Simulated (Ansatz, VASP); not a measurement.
## Two plane-wave programs on Rb

Contents of POSCAR:

```
Rb
1.0
    5.0882069760      0.0000000000      0.0000000000
   -2.5441034880      4.4065165009      0.0000000000
    0.0000000000      0.0000000000      8.4420579800
Rb
2
Direct
    0.3333333333      0.6666666667      0.2500000000
    0.6666666667      0.3333333333      0.7500000000
```

The input INCAR.step1:

```
SYSTEM = Rb
PREC = Accurate
ENCUT = 520
ISMEAR = 0
SIGMA = 0.15
LREAL = .False.
LASPH = .True.
NELM = 100
NBANDS = 16
GGA = PE
ALGO = Normal
EDIFF = 1E-4
LWAVE = .True.
LCHARG = .False.
```

INCAR.step2

```
SYSTEM = Rb
PREC = Accurate
ENCUT = 520
EDIFF = 1E-6
ISMEAR = 0
SIGMA = 0.15
LREAL = .False.
LASPH = .True.
NELM = 100
ALGO = Normal
ISIF = 2
LWAVE = .False.
LCHARG = .False.
METAGGA = R2SCAN
LMIXTAU = .True.
NBANDS = 16
ISTART = 1
```

File KPOINTS:

```
Automatic mesh
0
Gamma
  12 12 6
  0 0 0
```

Input for Ansatz:

```yaml
crystal:
  lattice:
    - [5.088206976, 0.0, 0.0]
    - [-2.544103488, 4.4065165009, 0.0]
    - [0.0, 0.0, 8.44205798]
  atoms:
    - { symbol: Rb, position: [0.3333333333, 0.6666666667, 0.25] }
    - { symbol: Rb, position: [0.6666666667, 0.3333333333, 0.75] }
basis:
  ecutwfc: 500
kpoints:
  mp_grid: { grid: [12, 12, 6] }
hamiltonian:
  xc: r2scan
scf:
  occupations: { method: gaussian, width: 0.15 }
output:
  forces: true
  stress: true
  eigenvalues: true
  write_density: true
  write_potential: true
  elf: true
  volumetric_format: npy
```

Alike in both runs: task single point; functional r2SCAN; k mesh 12 × 12 × 6; occupations gaussian, width 0.15 eV; no spin polarisation.

```csv
,VASP,Ansatz
version,VASP 6.6.1,Ansatz 0.2.0
potentials or method,"VASP PAW PBE potentials, release 64 (Rb_sv), cutoff 520 eV","scalar-relativistic, plane waves, PAW"
valence electrons in the cell,18,18
```

```csv
,VASP,Ansatz,Ansatz less VASP
gap on the k mesh at the Fermi level (eV),none,none,-
pressure (GPa),0.0,0.0,-0.01
```

VASP's potentials were made for PBE, not for r2SCAN. A gap of «none» marks a metal or a gap that the smearing closes.
